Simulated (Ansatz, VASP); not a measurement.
**ScSi2O3: VASP beside Ansatz**

```
CELL_PARAMETERS angstrom
3.17282 0.00000 0.00000
0.00000 3.17282 0.00000
0.00000 0.00000 6.74678
ATOMIC_POSITIONS crystal
Sc 0.00000 0.00000 0.62175
Si 0.50000 0.50000 0.73655
Si 0.00000 0.00000 0.26487
O 0.50000 0.00000 0.99985
O 0.00000 0.50000 0.99985
O 0.50000 0.50000 0.37714
```

Change from the starting cell: species swapped into the Zr2As3Se type (P4mm, No. 99).

Alike in both runs: task single point; functional PBE; k mesh 6 × 6 × 4; occupations gaussian, width 0.1 eV; collinear spin.

|  | VASP | Ansatz |
| --- | --- | --- |
| version | VASP 6.6.1 | Ansatz 0.2.0 |
| potentials or method | VASP PAW PBE potentials, release 64 (Sc_sv, Si, O), cutoff 520 eV | scalar-relativistic, plane waves, PAW |
| valence electrons in the cell | 37 | 37 |

Ansatz gave:

* gap on the k mesh at the Fermi level (eV): none
* pressure (GPa): 14.3
* traceless stress, the component that is largest in VASP (GPa): -16.32
* rms of the force components (eV/Å): 2.032
* net moment per atom (μB): 0.02
* size of the moment on the site where the two differ most (μB): 0.04

Problem. Estimate VASP's values.

Solution. gap on the k mesh at the Fermi level (eV): none; pressure (GPa): 14.5; traceless stress, the component that is largest in VASP (GPa): -16.23; rms of the force components (eV/Å): 2.039; net moment per atom (μB): 0.06; size of the moment on the site where the two differ most (μB): 0.13.

Site moments also hang on the region over which each program counts them. Atom by atom the forces differ by 0.007 eV/Å (rms over components). A gap of «none» marks a metal or a gap that the smearing closes. With one functional, cell and mesh, what is left measures potentials, basis and numerics. Ansatz's warnings: seeded moment not kept.
